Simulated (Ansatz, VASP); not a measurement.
**BN in VASP and in Ansatz**

```
B N
1.0
     2.47721    0.00243   -0.23771
    -1.22930    2.15067    0.23772
    -0.93303   -0.89743    3.28246
B N
1 1
Direct
  0.99112 0.99147 0.99398
  0.65702 0.32442 0.99283
```

Alike in both runs: functional LDA; k mesh 12 × 12 × 12; no spin polarisation.

Ansatz relaxed the structure, and its values are those at the end. VASP's run is a single point on that final structure, the one shown.

```csv
,VASP,Ansatz
version,VASP 6.6.1,Ansatz 0.2.0
potentials or method,"VASP PAW LDA potentials, release 64 (B, N), cutoff 520 eV","scalar-relativistic, plane waves, PAW"
occupations,"gaussian, width 0.01 eV",fixed
valence electrons in the cell,8,8
```

```tsv
	VASP	Ansatz	Ansatz less VASP
gap on the k mesh at the Fermi level (eV)	4.02	4.03	+0.017
least direct gap on the mesh (eV)	4.60	4.61	+0.010
pressure (GPa)	0.5	0.0	-0.47
```

LDA's correlation is that of Perdew and Zunger in VASP and of Perdew and Wang (1992) in Ansatz. Ansatz's warnings: structure snapped to symmetry.
